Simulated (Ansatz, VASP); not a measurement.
**ZnS in VASP and in Ansatz**

File INCAR:

```
SYSTEM = ZnS
PREC = Accurate
ENCUT = 520
EDIFF = 1E-7
ISMEAR = 0
SIGMA = 0.01
LREAL = .FALSE.
LASPH = .TRUE.
NELM = 80
ALGO = Normal
ISIF = 2
LWAVE = .FALSE.
LCHARG = .FALSE.
GGA = PE
NBANDS = 16
```

Contents of KPOINTS:

```
Automatic mesh
0
G
  6 6 6
  0 0 0
```

The input POSCAR:

```
ZnS
1.0
    0.0000000000      2.7751412502      2.7751412502
    2.7751412502      0.0000000000      2.7751412502
    2.7751412502      2.7751412502      0.0000000000
Zn S
1 1
Direct
    0.0000000000      0.0000000000      0.0000000000
    0.2500000000      0.2500000000      0.2500000000
```

Input for Ansatz:

```yaml
crystal:
  lattice:
    - [0.0, 2.7751412502, 2.7751412502]
    - [2.7751412502, 0.0, 2.7751412502]
    - [2.7751412502, 2.7751412502, 0.0]
  atoms:
    - { symbol: Zn, position: [0.0, 0.0, 0.0] }
    - { symbol: S, position: [0.25, 0.25, 0.25] }
kpoints:
  mp_grid: { grid: [6, 6, 6] }
hamiltonian:
  xc: pbe
scf:
  occupations: { method: fixed }
  n_extra_bands: 4
output:
  forces: true
  stress: true
  eigenvalues: true
```

Alike in both runs: task single point; functional PBE; k mesh 6 × 6 × 6; no spin polarisation.

|  | VASP | Ansatz |
| --- | --- | --- |
| version | VASP 6.6.1 | Ansatz 0.2.0 |
| potentials or method | VASP PAW PBE potentials, release 64 (Zn, S) | plane waves, PAW |
| plane-wave cutoff (eV) | 520 | 420 |
| occupations | gaussian, width 0.01 eV | fixed |
| valence electrons in the cell | 18 | 18 |

|  | VASP | Ansatz | Ansatz less VASP |
| --- | --- | --- | --- |
| gap on the k mesh at the Fermi level (eV) | 1.77 | 1.77 | -0.001 |
| pressure (GPa) | -3.4 | -3.5 | -0.11 |
